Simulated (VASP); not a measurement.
# MgSe (Fm-3m) in VASP: notebook

MgSe is run at these levels: PBE; tasks: single point.

Everything below comes from runs of VASP 6.6.1. Logs are shortened: lines on timing, memory, paths and dates and some standing lists are left out, and cuts for length are marked.

### Step 1. The cell of the first run

The structure is cubic, space group Fm-3m (No. 225). Conventional cell: a = 5.396 Å, b = 5.396 Å, c = 5.396 Å, α = 90.00°, β = 90.00°, γ = 90.00°. Mg (site symmetry m-3m) has 6 Se at 2.70 Å within 3.6 Å. Se (site symmetry m-3m) has 6 Mg at 2.70 Å within 3.6 Å.

### Step 2. Single point, PBE (volume changed by -6%)

The input, INCAR:

```
SYSTEM = MgSe
ALGO = Normal ; EDIFF = 1E-6
ENCUT = 600 ; GGA = PE
GGA_COMPAT = .False. ; ISIF = 2
ISMEAR = 0 ; LASPH = .True.
LCHARG = .False. ; LREAL = .False.
LWAVE = .False. ; NBANDS = 11
NELM = 120 ; PREC = Accurate
SIGMA = 0.01
```

The input, KPOINTS:

```
k-points
0
Gamma
  6 6 6
  0 0 0
```

The input, POSCAR:

```
MgSe
1.0
    0.0000000000      2.6979733963      2.6979733963
    2.6979733963      0.0000000000      2.6979733963
    2.6979733963      2.6979733963      0.0000000000
Mg Se
1 1
Direct
    0.0000000000      0.0000000000      0.0000000000
    0.5000000000      0.5000000000      0.5000000000
```

Potentials or basis: VASP PAW PBE potentials, release 64 (Mg, Se).

The run is started by

```
$ cat potpaw_PBE.64/Mg/POTCAR potpaw_PBE.64/Se/POTCAR > POTCAR
$ mpirun -np 1 vasp_std > vasp.out
```

OUTCAR:

```text
SYSTEM = MgSe
   EDIFF = 1E-6
   ENCUT = 600
   GGA = PE
   ISIF = 2
   ISMEAR = 0
   LASPH = .True.
   LREAL = .False.
   NELM = 120
   PREC = Accurate

 ion  position               nearest neighbor table
   1  0.000  0.000  0.000-   2 2.70   2 2.70   2 2.70   2 2.70   2 2.70   2 2.70
   2  0.500  0.500  0.500-   1 2.70   1 2.70   1 2.70   1 2.70   1 2.70   1 2.70

  LATTYP: Found a face centered cubic cell.
 ALAT       =     5.3959467926

  Lattice vectors:

 A1 = (   0.0000000000,   2.6979733963,   2.6979733963)
 A2 = (   2.6979733963,   0.0000000000,   2.6979733963)
 A3 = (   2.6979733963,   2.6979733963,   0.0000000000)

Analysis of symmetry for initial positions (statically):
=====================================================================
 Subroutine PRICEL returns:
 Original cell was already a primitive cell.

 Routine SETGRP: Setting up the symmetry group for a
 face centered cubic supercell.

 Subroutine GETGRP returns: Found 48 space group operations
 (whereof 48 operations were pure point group operations)
 out of a pool of 48 trial point group operations.

The static configuration has the point symmetry O_h .

Analysis of symmetry for dynamics (positions and initial velocities):
=====================================================================
 Subroutine PRICEL returns:
 Original cell was already a primitive cell.

 Routine SETGRP: Setting up the symmetry group for a
 face centered cubic supercell.

 Subroutine GETGRP returns: Found 48 space group operations
 (whereof 48 operations were pure point group operations)
 out of a pool of 48 trial point group operations.

The dynamic configuration has the point symmetry O_h .

 Subroutine INISYM returns: Found 48 space group operations
 (whereof 48 operations are pure point group operations),
 and found     1 'primitive' translations

----------------------------------------------------------------------------------------

                                     Primitive cell

  volume of cell :      39.2774

  direct lattice vectors                    reciprocal lattice vectors
     0.000000000  2.697973396  2.697973396    -0.185324288  0.185324288  0.185324288
     2.697973396  0.000000000  2.697973396     0.185324288 -0.185324288  0.185324288
     2.697973396  2.697973396  0.000000000     0.185324288  0.185324288 -0.185324288

  length of vectors
     3.815510568  3.815510568  3.815510568     0.320991084  0.320991084  0.320991084

[... 78 lines left out ...]
   ISYM   =      2    0-nonsym 1-usesym 2-fastsym
   POTIM  = 0.5000    time-step for ionic-motion
   TEBEG  =    0.0;   TEEND  =   0.0 temperature during run
   PSTRESS=    0.0 pullay stress
   NELECT =       8.0000    total number of electrons
   NUPDOWN=      -1.0000    fix difference up-down
   EMIN   =  10.00;   EMAX   =-10.00  energy-range for DOS
   EFERMI =   0.00;   METHOD = LEGACY
   ISMEAR =     0;   SIGMA  =   0.01  broadening in eV -4-tet -1-fermi 0-gaus
   EFERMI_NEDOS =   21; number of points for ismear=-14 and -15
   IALGO  =     38    algorithm
   IMIX   =      4    mixing-type and parameters
     AMIX     =   0.40;   BMIX     =  1.00
     AMIX_MAG =   1.60;   BMIX_MAG =  1.00
  volume/ion in A,a.u.               =      19.64       132.53
  Fermi-wavevector in a.u.,A,eV,Ry     =   0.963216  1.820215 12.623290  0.927786
  Thomas-Fermi vector in A             =   2.092743
   LORBIT       =      0    0 simple, 1 ext, 2 COOP (PROOUT), +10 PAW based schemes
   GGA     = PE    functional components
   LHFCALC =     F    Hartree Fock is set to
   AEXX    =    0.0000 exact exchange contribution
   IVDW    =     0    specifies the selected vdW correction
   LEPSILON=     F    determine dielectric tensor
   LRPA    =     F    only Hartree local field effects (RPA)
 non-spin polarized calculation
 Gauss-broadening in eV      SIGMA  =   0.01
  energy-cutoff  :      600.00
  volume of cell :       39.28
 maximum number of plane-waves:      1363
   NGX = 15   NGY = 15   NGZ = 15

 number of electron       8.0000001 magnetization

 Free energy of the ion-electron system (eV)
  ---------------------------------------------------
  ext. energy  EPLUGINS =         0.00000000
  ---------------------------------------------------
  free energy    TOTEN  =        -7.45568365 eV

  energy without entropy =       -7.45568365  energy(sigma->0) =       -7.45568365

 E-fermi :   3.6084     XC(G=0):  -9.6124

 val. band max:        3.4944126860   @ k =   0.0000   0.0000   0.0000
 cond. band min:       5.3440887703   @ k =   0.5000   0.5000   0.0000
 fundamental gap:      1.8496760844
 Fermi energy:         3.6083783560

 k-point     1 :       0.0000    0.0000    0.0000
  band No.  band energies     occupation
      1      -9.6235      2.00000
      2       3.4944      2.00000
      3       3.4944      2.00000
      4       3.4944      2.00000
      5       6.3005      0.00000
      6      10.8902      0.00000
      7      10.8902      0.00000
      8      10.8902      0.00000
      9      13.5159      0.00000
     10      13.5159      0.00000
     11      14.5047      0.00000
[... 197 lines left out ...]
 k-point    16 :      -0.3333    0.5000    0.1667
  band No.  band energies     occupation
      1      -8.0519      2.00000
      2      -0.4962      2.00000
      3       0.6951      2.00000
      4       1.0067      2.00000
      5       7.1659      0.00000
      6       9.2740      0.00000
      7      11.8340      0.00000
      8      13.1113      0.00000
      9      16.3785      0.00000
     10      17.6335      0.00000
     11      18.3549      0.00000

------------------------ aborting loop because EDIFF is reached ----------------------------------------

  FORCE on cell =-STRESS in cart. coord.  units (eV):
  Direction    XX          YY          ZZ          XY          YZ          ZX
  --------------------------------------------------------------------------------------
  -------------------------------------------------------------------------------------
  Total        1.0241072      1.0241072      1.0241072      0.0000000     -0.0000000     -0.0000000
  in kB       41.7746673     41.7746673     41.7746673      0.0000000     -0.0000000     -0.0000000
  external PRESSURE =      41.7746673 kB  Pullay stress =       0.0000000 kB

 VOLUME and BASIS-vectors are now :
 -----------------------------------------------------------------------------
  energy-cutoff  :      600.00
  volume of cell :       39.28
      direct lattice vectors                 reciprocal lattice vectors
     0.000000000  2.697973396  2.697973396    -0.185324288  0.185324288  0.185324288
     2.697973396  0.000000000  2.697973396     0.185324288 -0.185324288  0.185324288
     2.697973396  2.697973396  0.000000000     0.185324288  0.185324288 -0.185324288

 POSITION                                       TOTAL-FORCE (eV/Angst)
 -----------------------------------------------------------------------------------
      0.00000      0.00000      0.00000         0.000000     -0.000000      0.000000
      2.69797      2.69797      2.69797        -0.000000      0.000000     -0.000000
 -----------------------------------------------------------------------------------
    total drift:                               -0.000000     -0.000000      0.000000

  FREE ENERGIE OF THE ION-ELECTRON SYSTEM (eV)
  ---------------------------------------------------
  free  energy   TOTEN  =        -7.4556836501 eV

  energy  without entropy=       -7.4556836501  energy(sigma->0) =       -7.45568365
```

stdout:

```text
POSCAR found type information on POSCAR MgSe
 POSCAR found :  2 types and       2 ions
 scaLAPACK will be used
 LDA part: xc-table for (Slater+PW92), standard interpolation
 POSCAR, INCAR and KPOINTS ok, starting setup
 FFT: planning ... GRIDC
 FFT: planning ... GRID_SOFT
 FFT: planning ... GRID
 WAVECAR not read
 entering main loop
```

Wall time 12 s (1 thread of Intel Xeon Platinum 8259CL at 2.50GHz (Skylake/Cascade Lake), shared host); peak memory 0.17 GiB.

Results:

- Free energy: -7.4557 eV
- Pressure: 4.2 GPa
- Band gap on the k mesh: 1.85 eV, indirect (least direct gap 2.81 eV)

Levels at points of the mesh, in eV from the valence-band top:
| k point | band 1 | band 2 | band 3 | band 4 | band 5 | band 6 | band 7 | band 8 |
| --- | --- | --- | --- | --- | --- | --- | --- | --- |
| (0.00, 0.00, 0.00) | -13.12 | 0.00 | 0.00 | 0.00 | 2.81 | 7.40 | 7.40 | 7.40 |
| (0.50, 0.00, 0.00) | -11.92 | -5.12 | -0.62 | -0.62 | 3.86 | 6.13 | 6.13 | 8.86 |
| (0.50, 0.50, 0.00) | -11.58 | -4.44 | -1.86 | -1.86 | 1.85 | 3.87 | 12.05 | 12.47 |

 A k mesh can miss the band edges.

### Step 3. Single point, PBE (volume changed by -3%)

The input, INCAR:

```
SYSTEM = MgSe
ALGO = Normal
EDIFF = 1E-6
ENCUT = 600
GGA = PE
GGA_COMPAT = .False.
ISIF = 2
ISMEAR = 0
LASPH = .True.
LCHARG = .True.
LELF = .True.
LREAL = .False.
LVHAR = .True.
LWAVE = .False.
NBANDS = 11
NELM = 120
PREC = Accurate
SIGMA = 0.01
```

KPOINTS is that of step 2.

The input, POSCAR:

```
MgSe
1.0
    0.0000000000      2.7263752035      2.7263752035
    2.7263752035      0.0000000000      2.7263752035
    2.7263752035      2.7263752035      0.0000000000
Mg Se
1 1
Direct
    0.0000000000      0.0000000000      0.0000000000
    0.5000000000      0.5000000000      0.5000000000
```

Potentials or basis: VASP PAW PBE potentials, release 64 (Mg, Se).

The run is started by

```
$ cat potpaw_PBE.64/Mg/POTCAR potpaw_PBE.64/Se/POTCAR > POTCAR
$ mpirun -np 1 vasp_std > vasp.out
```

It took 9.9 s on 1 thread of Intel Xeon Platinum 8259CL at 2.50GHz (Skylake/Cascade Lake), shared host; peak memory 0.17 GiB.

Results (log left out):

- Free energy: -7.4791 eV
- Pressure: 1.9 GPa
- Band gap on the k mesh: 1.80 eV, indirect (least direct gap 2.59 eV)

Levels at points of the mesh, in eV from the valence-band top:
```
           k point  band 1  band 2  band 3  band 4  band 5  band 6  band 7  band 8
(0.00, 0.00, 0.00)  -12.94    0.00    0.00    0.00    2.59    7.41    7.41    7.41
(0.50, 0.00, 0.00)  -11.82   -4.95   -0.58   -0.58    3.82    6.09    6.09    8.62
(0.50, 0.50, 0.00)  -11.50   -4.26   -1.79   -1.79    1.80    3.96   11.74   12.17
```

 A k mesh can miss the band edges.
